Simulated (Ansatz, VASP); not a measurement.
# InP in VASP and in Ansatz

```
CELL_PARAMETERS angstrom
-0.08565 2.81217 2.81217
2.81217 -0.08565 2.81217
2.81217 2.81217 -0.08565
ATOMIC_POSITIONS crystal
In 0.00000 0.00000 0.00000
P 0.50000 0.50000 0.50000
```

Change from the starting cell: equal xy, yz and zx shear strains of -3 %, PAW files.

Alike in both runs: task electric field gradients; functional PBEsol; k mesh 11 × 11 × 11; occupations fermi-dirac, width 0.03 eV; no spin polarisation.

|  | VASP | Ansatz |
| --- | --- | --- |
| version | VASP 6.6.1 | Ansatz 0.2.0 |
| potentials or method | VASP PAW PBE potentials, release 64 (In_d, P) | PAW with Ansatz's default frozen-core files, scalar-relativistic |
| plane-wave cutoff (eV) | 520 | 420 |
| valence electrons in the cell | 18 | 18 |

|  | VASP | Ansatz | Ansatz less VASP |
| --- | --- | --- | --- |
| pressure (GPa) | -8.2 | -8.2 | -0.02 |
| traceless stress, the component that is largest in VASP (GPa) | 0.81 | 0.81 | 0.000 |
| size of Vzz on the site where it differs most (V/Å²) | 11.8 | 13.4 | +1.53 |

VASP's potentials were made for PBE, not for PBEsol. The functional is the same, so the differences come from potentials, cutoffs and numerics.
